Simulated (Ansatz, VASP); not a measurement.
GaAs: VASP beside Ansatz

```
Ga As
1.0
     2.80145    2.80145    0.00000
    -2.80145    2.80145    0.00000
     0.00000    2.80145    2.80145
Ga As
1 1
Direct
  0.00000 0.00000 0.00000
  0.75000 0.25000 0.50000
```

Change from the starting cell: unstrained.

Alike in both runs: task single point; functional LDA; k mesh 8 × 8 × 8; no spin polarisation.

|  | VASP | Ansatz |
| --- | --- | --- |
| version | VASP 6.6.1 | Ansatz 0.2.0 |
| potentials or method | VASP PAW LDA potentials, release 64 (Ga_d, As), cutoff 520 eV | all-electron LAPW, scalar-relativistic |
| occupations | gaussian, width 0.01 eV | fixed |

|  | VASP | Ansatz | Ansatz less VASP |
| --- | --- | --- | --- |
| gap on the k mesh at the Fermi level (eV) | 0.54 | 0.48 | -0.051 |
| pressure (GPa) | 0.3 | 0.0 | -0.30 |

LDA's correlation is that of Perdew and Zunger in VASP and of Perdew and Wang (1992) in Ansatz. Ansatz ran all-electron here, and VASP with PAW potentials.
